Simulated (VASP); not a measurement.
# BaTe (Fm-3m) in VASP: settings compared

Aim: see how the results for BaTe move with the level of theory and the settings. Levels: PBE, LDA, r2SCAN. Tasks: single point.

Everything below comes from runs of VASP 6.6.1. Logs are shortened: lines on timing, memory, paths and dates and some standing lists are left out, and cuts for length are marked.

## (1) The cell of the first run

It takes space group Fm-3m (No. 225, cubic). Conventional cell: a = 7.065 Å, b = 7.065 Å, c = 7.065 Å, α = 90.00°, β = 90.00°, γ = 90.00°. Ba (site symmetry m-3m) has 6 Te at 3.53 Å within 4.6 Å. Within 4.6 Å of Te (site symmetry m-3m) lie 6 Ba at 3.53 Å.

## (2) Single point, PBE

INCAR reads:

```
SYSTEM = BaTe
ALGO = Normal
EDIFF = 1E-6
ENCUT = 520
GGA = PE
ISIF = 2
ISMEAR = 0
LASPH = .True.
LCHARG = .False.
LREAL = .False.
LWAVE = .False.
NBANDS = 15
NELM = 80
PREC = Accurate
SIGMA = 0.01
```

KPOINTS reads:

```
k-points
0
Gamma
  4 4 4
  0 0 0
```

POSCAR reads:

```
BaTe
1.0
    0.0000000000      3.5323792142      3.5323792142
    3.5323792142      0.0000000000      3.5323792142
    3.5323792142      3.5323792142      0.0000000000
Ba Te
1 1
Direct
    0.0000000000      0.0000000000      0.0000000000
    0.5000000000      0.5000000000      0.5000000000
```

Potentials or basis: VASP PAW PBE potentials, release 64 (Ba_sv, Te).

The run is started by

```
$ cat potpaw_PBE.64/Ba_sv/POTCAR potpaw_PBE.64/Te/POTCAR > POTCAR
$ mpirun -np 1 vasp_std > vasp.out
```

OUTCAR:

```text
SYSTEM = BaTe
   EDIFF = 1E-6
   ENCUT = 520
   GGA = PE
   ISIF = 2
   ISMEAR = 0
   LASPH = .True.
   LREAL = .False.
   NELM = 80
   PREC = Accurate

 ion  position               nearest neighbor table
   1  0.000  0.000  0.000-   2 3.53   2 3.53   2 3.53   2 3.53   2 3.53   2 3.53
   2  0.500  0.500  0.500-   1 3.53   1 3.53   1 3.53   1 3.53   1 3.53   1 3.53

  LATTYP: Found a face centered cubic cell.
 ALAT       =     7.0647584284

  Lattice vectors:

 A1 = (   0.0000000000,   3.5323792142,   3.5323792142)
 A2 = (   3.5323792142,   0.0000000000,   3.5323792142)
 A3 = (   3.5323792142,   3.5323792142,   0.0000000000)

Analysis of symmetry for initial positions (statically):
=====================================================================
 Subroutine PRICEL returns:
 Original cell was already a primitive cell.

 Routine SETGRP: Setting up the symmetry group for a
 face centered cubic supercell.

 Subroutine GETGRP returns: Found 48 space group operations
 (whereof 48 operations were pure point group operations)
 out of a pool of 48 trial point group operations.

The static configuration has the point symmetry O_h .

Analysis of symmetry for dynamics (positions and initial velocities):
=====================================================================
 Subroutine PRICEL returns:
 Original cell was already a primitive cell.

 Routine SETGRP: Setting up the symmetry group for a
 face centered cubic supercell.

 Subroutine GETGRP returns: Found 48 space group operations
 (whereof 48 operations were pure point group operations)
 out of a pool of 48 trial point group operations.

The dynamic configuration has the point symmetry O_h .

 Subroutine INISYM returns: Found 48 space group operations
 (whereof 48 operations are pure point group operations),
 and found     1 'primitive' translations

----------------------------------------------------------------------------------------

                                     Primitive cell

  volume of cell :      88.1520

  direct lattice vectors                    reciprocal lattice vectors
     0.000000000  3.532379214  3.532379214    -0.141547657  0.141547657  0.141547657
     3.532379214  0.000000000  3.532379214     0.141547657 -0.141547657  0.141547657
     3.532379214  3.532379214  0.000000000     0.141547657  0.141547657 -0.141547657

  length of vectors
     4.995538592  4.995538592  4.995538592     0.245167733  0.245167733  0.245167733

  position of ions in fractional coordinates (direct lattice)
     0.000000000  0.000000000  0.000000000
     0.500000000  0.500000000  0.500000000

  ion indices of the primitive-cell ions
   primitive index   ion index
                 1           1
                 2           2

----------------------------------------------------------------------------------------

 KPOINTS: k-points

Automatic generation of k-mesh.
 Grid dimensions read from file:
 generate k-points for:    4    4    4

 Generating k-lattice:

  Cartesian coordinates                     Fractional coordinates (reciprocal lattice)
    -0.035386914  0.035386914  0.035386914     0.250000000  0.000000000  0.000000000
     0.035386914 -0.035386914  0.035386914     0.000000000  0.250000000  0.000000000
     0.035386914  0.035386914 -0.035386914     0.000000000  0.000000000  0.250000000

  Length of vectors
     0.061291933  0.061291933  0.061291933

  Shift w.r.t. Gamma in fractional coordinates (k-lattice)
     0.000000000  0.000000000  0.000000000

 Subroutine IBZKPT returns following result:
 ===========================================

 Found      8 irreducible k-points:

 Following reciprocal coordinates:
            Coordinates               Weight
  0.000000  0.000000  0.000000      1.000000
  0.250000  0.000000  0.000000      8.000000
  0.500000  0.000000  0.000000      4.000000
  0.250000  0.250000  0.000000      6.000000
  0.500000  0.250000  0.000000     24.000000
 -0.250000  0.250000  0.000000     12.000000
  0.500000  0.500000  0.000000      3.000000
 -0.250000  0.500000  0.250000      6.000000
   k-points           NKPTS =      8   k-points in BZ     NKDIM =      8   number of bands    NBANDS=     15
   number of dos      NEDOS =    301   number of ions     NIONS =      2
   total plane-waves  NPLWV =  64000
   dimension x,y,z NGX =    40 NGY =   40 NGZ =   40
   dimension x,y,z NGXF=    80 NGYF=   80 NGZF=   80
   ions per type =               1   1
   NGX,Y,Z   is equivalent  to a cutoff of  13.31, 13.31, 13.31 a.u.
   NGXF,Y,Z  is equivalent  to a cutoff of  26.62, 26.62, 26.62 a.u.
 SYSTEM =  BaTe
   PREC   = accura    normal or accurate (medium, high low for compatibility)
   ISTART =      0    job   : 0-new  1-cont  2-samecut
   ICHARG =      2    charge: 1-file 2-atom 10-const
   ISPIN  =      1    spin polarized calculation?
   LNONCOLLINEAR =      F non collinear calculations
   LSORBIT =      F    spin-orbit coupling
   LASPH  =      T    aspherical Exc in radial PAW
   ENCUT  =  520.0 eV  38.22 Ry    6.18 a.u.   9.29  9.29  9.29*2*pi/ulx,y,z
   NELM   =     80;   NELMIN=  2; NELMDL= -5     # of ELM steps
   EDIFF  = 0.1E-05   stopping-criterion for ELM
   LREAL  =      F    real-space projection
[... 7 lines left out ...]
   TEBEG  =    0.0;   TEEND  =   0.0 temperature during run
   PSTRESS=    0.0 pullay stress
   NELECT =      16.0000    total number of electrons
   NUPDOWN=      -1.0000    fix difference up-down
   EMIN   =  10.00;   EMAX   =-10.00  energy-range for DOS
   EFERMI =   0.00;   METHOD = LEGACY
   ISMEAR =     0;   SIGMA  =   0.01  broadening in eV -4-tet -1-fermi 0-gaus
   EFERMI_NEDOS =   21; number of points for ismear=-14 and -15
   IALGO  =     38    algorithm
   IMIX   =      4    mixing-type and parameters
     AMIX     =   0.40;   BMIX     =  1.00
     AMIX_MAG =   1.60;   BMIX_MAG =  1.00
  volume/ion in A,a.u.               =      44.08       297.44
  Fermi-wavevector in a.u.,A,eV,Ry     =   0.926910  1.751606 11.689607  0.859162
  Thomas-Fermi vector in A             =   2.052923
   LORBIT       =      0    0 simple, 1 ext, 2 COOP (PROOUT), +10 PAW based schemes
   GGA     = PE    functional components
   LHFCALC =     F    Hartree Fock is set to
   AEXX    =    0.0000 exact exchange contribution
   IVDW    =     0    specifies the selected vdW correction
   LEPSILON=     F    determine dielectric tensor
   LRPA    =     F    only Hartree local field effects (RPA)
 non-spin polarized calculation
 Gauss-broadening in eV      SIGMA  =   0.01
  energy-cutoff  :      520.00
  volume of cell :       88.15
 maximum number of plane-waves:      2421
 NGX is ok and might be reduce to    40
   NGX = 19   NGY = 19   NGZ = 19

 number of electron      16.0000000 magnetization

 Free energy of the ion-electron system (eV)
  ---------------------------------------------------
  ext. energy  EPLUGINS =         0.00000000
  ---------------------------------------------------
  free energy    TOTEN  =        -8.61980710 eV

  energy without entropy =       -8.61980710  energy(sigma->0) =       -8.61980710

 E-fermi :   2.2147     XC(G=0):  -8.1332

 val. band max:        2.1131136885   @ k =   0.0000   0.0000   0.0000
 cond. band min:       3.6848449155   @ k =   0.5000   0.5000   0.0000
 fundamental gap:      1.5717312270
 Fermi energy:         2.2147273454

 k-point     1 :       0.0000    0.0000    0.0000
  band No.  band energies     occupation
      1     -24.9909      2.00000
      2     -10.1353      2.00000
      3     -10.1353      2.00000
      4     -10.1353      2.00000
      5      -7.3658      2.00000
      6       2.1131      2.00000
      7       2.1131      2.00000
      8       2.1131      2.00000
      9       4.9143      0.00000
     10       5.0477      0.00000
     11       5.0477      0.00000
     12       5.0477      0.00000
     13       5.6353      0.00000
     14       5.6353      0.00000
     15       9.0931      0.00000

 k-point     2 :       0.2500    0.0000    0.0000
  band No.  band energies     occupation
      1     -24.9853      2.00000
      2     -10.3322      2.00000
      3     -10.1409      2.00000
      4     -10.1409      2.00000
      5      -7.0291      2.00000
      6       0.7882      2.00000
      7       1.4749      2.00000
      8       1.4749      2.00000
      9       5.2191      0.00000
     10       5.7392      0.00000
     11       5.7392      0.00000
     12       6.8085      0.00000
     13       7.1066      0.00000
     14       7.1066      0.00000
     15      10.2746      0.00000

 k-point     3 :       0.5000    0.0000    0.0000
  band No.  band energies     occupation
      1     -24.9796      2.00000
      2     -10.4998      2.00000
      3     -10.1463      2.00000
      4     -10.1463      2.00000
      5      -6.7061      2.00000
      6      -0.0517      2.00000
      7       1.0367      2.00000
      8       1.0367      2.00000
      9       6.2628      0.00000
     10       6.7947      0.00000
     11       6.9328      0.00000
     12       6.9328      0.00000
     13       8.9948      0.00000
     14       8.9948      0.00000
     15       9.3890      0.00000
[... 55 lines left out ...]
 k-point     7 :       0.5000    0.5000    0.0000
  band No.  band energies     occupation
      1     -24.9759      2.00000
      2     -10.3204      2.00000
      3     -10.2096      2.00000
      4     -10.2096      2.00000
      5      -7.1662      2.00000
      6       0.9874      2.00000
      7       1.7299      2.00000
      8       1.7299      2.00000
      9       3.6848      0.00000
     10       6.4887      0.00000
     11       6.6343      0.00000
     12       7.5721      0.00000
     13       7.7480      0.00000
     14       7.7480      0.00000
     15       9.8103      0.00000

 k-point     8 :      -0.2500    0.5000    0.2500
  band No.  band energies     occupation
      1     -24.9759      2.00000
      2     -10.2651      2.00000
      3     -10.2651      2.00000
      4     -10.2651      2.00000
      5      -6.9889      2.00000
      6       0.8802      2.00000
      7       1.1818      2.00000
      8       1.1818      2.00000
      9       5.6113      0.00000
     10       5.6113      0.00000
     11       6.8480      0.00000
     12       7.1313      0.00000
     13       7.7589      0.00000
     14      10.0280      0.00000
     15      10.1581      0.00000

------------------------ aborting loop because EDIFF is reached ----------------------------------------

  FORCE on cell =-STRESS in cart. coord.  units (eV):
  Direction    XX          YY          ZZ          XY          YZ          ZX
  --------------------------------------------------------------------------------------
  -------------------------------------------------------------------------------------
  Total        0.1937696      0.1937696      0.1937696     -0.0000000     -0.0000000     -0.0000000
  in kB        3.5217973      3.5217973      3.5217973     -0.0000000     -0.0000000     -0.0000000
  external PRESSURE =       3.5217973 kB  Pullay stress =       0.0000000 kB

 VOLUME and BASIS-vectors are now :
 -----------------------------------------------------------------------------
  energy-cutoff  :      520.00
  volume of cell :       88.15
      direct lattice vectors                 reciprocal lattice vectors
     0.000000000  3.532379214  3.532379214    -0.141547657  0.141547657  0.141547657
     3.532379214  0.000000000  3.532379214     0.141547657 -0.141547657  0.141547657
     3.532379214  3.532379214  0.000000000     0.141547657  0.141547657 -0.141547657

 POSITION                                       TOTAL-FORCE (eV/Angst)
 -----------------------------------------------------------------------------------
      0.00000      0.00000      0.00000         0.000000     -0.000000      0.000000
      3.53238      3.53238      3.53238        -0.000000      0.000000      0.000000
 -----------------------------------------------------------------------------------
    total drift:                                0.000000     -0.000000     -0.000000

  FREE ENERGIE OF THE ION-ELECTRON SYSTEM (eV)
  ---------------------------------------------------
  free  energy   TOTEN  =        -8.6198071028 eV

  energy  without entropy=       -8.6198071028  energy(sigma->0) =       -8.61980710
```

Wall time 43 s (1 thread of Intel Xeon 8259CL, shared host); peak memory 0.23 GiB.

What came out:

- Free energy: -8.6198 eV
- Pressure: 0.4 GPa
- Band gap on the k mesh: 1.57 eV (least direct gap 1.95 eV)

Levels at points of the mesh, in eV from the valence-band top:
| k point | band 4 | band 5 | band 6 | band 7 | band 8 | band 9 | band 10 | band 11 | band 12 | band 13 |
| --- | --- | --- | --- | --- | --- | --- | --- | --- | --- | --- |
| (0.00, 0.00, 0.00) | -12.25 | -9.48 | 0.00 | 0.00 | 0.00 | 2.80 | 2.93 | 2.93 | 2.93 | 3.52 |
| (0.50, 0.00, 0.00) | -12.26 | -8.82 | -2.16 | -1.08 | -1.08 | 4.15 | 4.68 | 4.82 | 4.82 | 6.88 |
| (0.50, 0.50, 0.00) | -12.32 | -9.28 | -1.13 | -0.38 | -0.38 | 1.57 | 4.38 | 4.52 | 5.46 | 5.63 |

Caveat: spin-orbit coupling is left out, which moves the levels of the heavy elements.

## (3) Single point, LDA

INCAR reads:

```
SYSTEM = BaTe
ALGO     = Normal         ! electronic algorithm
EDIFF    = 1E-6           ! SCF threshold, eV
ENCUT    = 520            ! plane-wave cutoff, eV
GGA      = CA             ! functional
ISIF     = 2              ! what is computed and relaxed
ISMEAR   = 0              ! smearing method
LASPH    = .TRUE.         ! aspherical terms in the spheres
LCHARG   = .FALSE.        ! write CHGCAR
LREAL    = .FALSE.        ! projectors in reciprocal space
LWAVE    = .FALSE.        ! write WAVECAR
NBANDS   = 15             ! bands
NELM     = 100            ! most SCF steps
PREC     = Accurate       ! precision mode
SIGMA    = 0.01           ! smearing width, eV
```

KPOINTS reads:

```
k-points
0
G
  4 4 4
  0 0 0
```

POSCAR is that of step 2.

Potentials or basis: VASP PAW LDA potentials, release 64 (Ba_sv, Te).

The run is started by

```
$ cat potpaw_LDA.64/Ba_sv/POTCAR potpaw_LDA.64/Te/POTCAR > POTCAR
$ mpirun -np 1 vasp_std > vasp.out
```

Wall time 31 s (1 thread of Intel Xeon 8259CL, shared host); peak memory 0.19 GiB.

Results (log left out):

```
Free energy            : -9.5572 eV
Pressure               : -2.1 GPa
Band gap on the k mesh : 1.44 eV (least direct gap 1.83 eV)
```

Levels at points of the mesh, in eV from the valence-band top:
```
           k point  band 5  band 6  band 7  band 8  band 9  band 10  band 11  band 12
(0.00, 0.00, 0.00)   -9.55    0.00    0.00    0.00    2.58     2.81     2.81     2.81
(0.50, 0.00, 0.00)   -8.87   -2.22   -1.10   -1.10    4.02     4.56     4.70     4.70
(0.50, 0.50, 0.00)   -9.35   -1.14   -0.39   -0.39    1.44     4.32     4.33     5.37
```

Caveat: spin-orbit coupling is left out, which moves the levels of the heavy elements. A k mesh can miss the band edges.

## (4) Single point, PBE

INCAR reads:

```
PREC = Accurate
ENCUT = 520
EDIFF = 1E-6
ISMEAR = 0
SIGMA = 0.01
LREAL = False
LASPH = True
NELM = 60
ALGO = Normal
ISIF = 2
LWAVE = False
LCHARG = False
GGA = PE
NBANDS = 15
```

KPOINTS reads:

```
regular mesh
0
Gamma
  4 4 4
```

POSCAR is that of step 3.

Potentials or basis: VASP PAW PBE potentials, release 64 (Ba_sv, Te).

The run is started by

```
$ cat potpaw_PBE.64/Ba_sv/POTCAR potpaw_PBE.64/Te/POTCAR > POTCAR
$ mpirun -np 1 vasp_std > vasp.out
```

Run time: 33 s. Hardware: 1 thread of Intel Xeon 8259CL, shared host; peak memory 0.23 GiB.

Results (log left out):

* Free energy: -8.6198 eV
* Pressure: 0.4 GPa
* Band gap on the k mesh: 1.57 eV (least direct gap 1.95 eV)

Levels at points of the mesh, in eV from the valence-band top:
```csv
k point,band 5,band 6,band 7,band 8,band 9,band 10,band 11,band 12
"(0.00, 0.00, 0.00)",-9.48,0.00,0.00,0.00,2.80,2.93,2.93,2.93
"(0.50, 0.00, 0.00)",-8.82,-2.16,-1.08,-1.08,4.15,4.68,4.82,4.82
"(0.50, 0.50, 0.00)",-9.28,-1.13,-0.38,-0.38,1.57,4.38,4.52,5.46
```

Caveat: spin-orbit coupling is left out, which moves the levels of the heavy elements.

## (5) Single point, r2SCAN

POSCAR is that of step 4.

INCAR.step1 reads:

```
SYSTEM = BaTe
ALGO = Normal ; EDIFF = 1E-4
ENCUT = 520 ; GGA = PE
ISMEAR = 0 ; LASPH = .TRUE.
LCHARG = .FALSE. ; LREAL = .FALSE.
LWAVE = .TRUE. ; NBANDS = 15
NELM = 80 ; PREC = Accurate
SIGMA = 0.01
```

INCAR.step2 reads:

```
SYSTEM = BaTe
ALGO = Normal ; EDIFF = 1E-6
ENCUT = 520 ; ISIF = 2
ISMEAR = 0 ; ISTART = 1
LASPH = .TRUE. ; LCHARG = .FALSE.
LMIXTAU = .TRUE. ; LREAL = .FALSE.
LWAVE = .FALSE. ; METAGGA = R2SCAN
NBANDS = 15 ; NELM = 80
PREC = Accurate ; SIGMA = 0.01
```

KPOINTS reads:

```
k-points
0
G
  4 4 4
  0 0 0
```

The run is started by

```
$ cat potpaw_PBE.64/Ba_sv/POTCAR potpaw_PBE.64/Te/POTCAR > POTCAR
$ cp INCAR.step1 INCAR
$ mpirun -np 1 vasp_std > vasp.out
$ cp INCAR.step2 INCAR
$ mpirun -np 1 vasp_std > vasp.out
```

It took 2.5 min on 1 thread of Intel Xeon 8259CL, shared host; peak memory 0.25 GiB.

The run converged. Its results:

| Quantity | Value |
| --- | --- |
| Free energy | -56.0220 eV |
| Pressure | 0.3 GPa |
| Band gap on the k mesh | 1.93 eV (least direct gap 2.31 eV) |

Levels at points of the mesh, in eV from the valence-band top:
```tsv
k point	band 5	band 6	band 7	band 8	band 9	band 10	band 11	band 12
(0.00, 0.00, 0.00)	-9.75	0.00	0.00	0.00	3.35	3.35	3.35	3.47
(0.50, 0.00, 0.00)	-9.05	-2.15	-1.07	-1.07	4.60	5.19	5.34	5.34
(0.50, 0.50, 0.00)	-9.54	-1.14	-0.39	-0.39	1.93	4.89	5.23	6.09
```

Caveat: the PAW data sets were made with another functional, which shifts forces and pressure a little; spin-orbit coupling is left out, which moves the levels of the heavy elements. A k mesh can miss the band edges.

## (6) The runs side by side

| level | potentials or basis | gap on the mesh (eV) | pressure (GPa) |
| --- | --- | --- | --- |
| PBE | VASP PAW PBE potentials, release 64 (Ba_sv, Te) | 1.57 | 0.4 |
| LDA | VASP PAW LDA potentials, release 64 (Ba_sv, Te) | 1.44 | -2.1 |
| r2SCAN | VASP PAW PBE potentials, release 64 (Ba_sv, Te) | 1.93 | 0.3 |

Alike in all rows: task single point; no spin polarisation; cell as given; k mesh 4 × 4 × 4; cutoff (eV) 520; smearing gaussian 0.01 eV.

Caveats: spin-orbit coupling is left out, which moves the levels of the heavy elements; the PAW data sets were made with another functional, which shifts forces and pressure a little (at least some runs).

Total energies depend on the potentials used, so only differences within one code and one set of settings carry meaning.
